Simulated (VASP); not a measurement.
**Bi: single point with PBEsol**

Bi:

```
Bi
1.0
     0.00000    2.46821    2.46821
     2.46821    0.00000    2.46821
     2.46821    2.46821    0.00000
Bi
1
Direct
  0.00000 0.00000 0.00000
```

This isn't the form of Bi at room conditions, which is rhombohedral.

- Program: VASP 6.6.1
- Task: single point
- Functional: PBEsol
- Potentials or basis: VASP PAW PBE potentials, release 64 (Bi_d)
- Cutoff: 520 eV
- k mesh: 15 × 15 × 15
- Occupations: fermi-dirac, width 0.05 eV
- Spin: no spin polarisation

```
Pressure               : -0.1 GPa
Band gap on the k mesh : zero (an odd number of electrons rules out a gap without spin polarisation)
```

Levels at points of the mesh, in eV from the Fermi level:
```csv
k point,band 5,band 6,band 7,band 8,band 9,band 10
"(0.00, 0.00, 0.00)",-22.99,-13.89,5.14,5.14,5.14,9.02
```

It took 40 s on 1 thread of Intel(R) Xeon(R) Platinum 8259CL CPU @ 2.50GHz (Skylake/Cascade Lake), with other jobs on the host, peak memory 0.18 GiB.

Caveat: the PAW data sets were made with another functional, which shifts forces and pressure a little; spin-orbit coupling is left out, which moves the levels of the heavy elements.
